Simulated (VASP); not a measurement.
Here is a VASP 6.6.1 calculation.

INCAR

```
SYSTEM = Ir
PREC     = Accurate       ! precision mode
ENCUT    = 520            ! plane-wave cutoff, eV
EDIFF    = 1E-7           ! SCF threshold, eV
ISMEAR   = 0              ! smearing method
SIGMA    = 0.15           ! smearing width, eV
LREAL    = .False.        ! projectors in reciprocal space
LASPH    = .True.         ! aspherical terms in the spheres
NELM     = 60             ! most SCF steps
ALGO     = Normal         ! electronic algorithm
ISIF     = 2              ! what is computed and relaxed
LWAVE    = .False.        ! write WAVECAR
LCHARG   = .True.         ! write CHGCAR
GGA      = PE             ! functional
LELF     = .True.         ! ELF
LVHAR    = .True.       
NBANDS   = 16             ! bands
```

The input KPOINTS:

```
regular mesh
0
Gamma
  18 18 10
  0 0 0
```

Contents of POSCAR:

```
Ir
1.0
    2.7478111495      0.0000000000      0.0000000000
   -1.3739055747      2.3796742603      0.0000000000
    0.0000000000      0.0000000000      4.5717000000
Ir
2
Direct
    0.6666666667      0.3333333333      0.7500000000
    0.3333333333      0.6666666667      0.2500000000
```

Potentials or basis: VASP PAW PBE potentials, release 64 (Ir).

Command:

```console
$ cat potpaw_PBE.64/Ir/POTCAR > POTCAR
$ mpirun -np 1 vasp_std > vasp.out
```

Task: What does it give for the pressure?

Result: -7.8 GPa.

Task: Estimate the band gap on the k mesh.

Result: Zero (band 9 reaches 10.58 eV, above the bottom of band 10 at 7.40 eV).

Stress tensor (GPa, compression positive):
```
 -5.02   0.00   0.00
  0.00  -5.02   0.00
  0.00   0.00 -13.28
```

Caveat: spin-orbit coupling is left out, which moves the levels of the heavy elements.
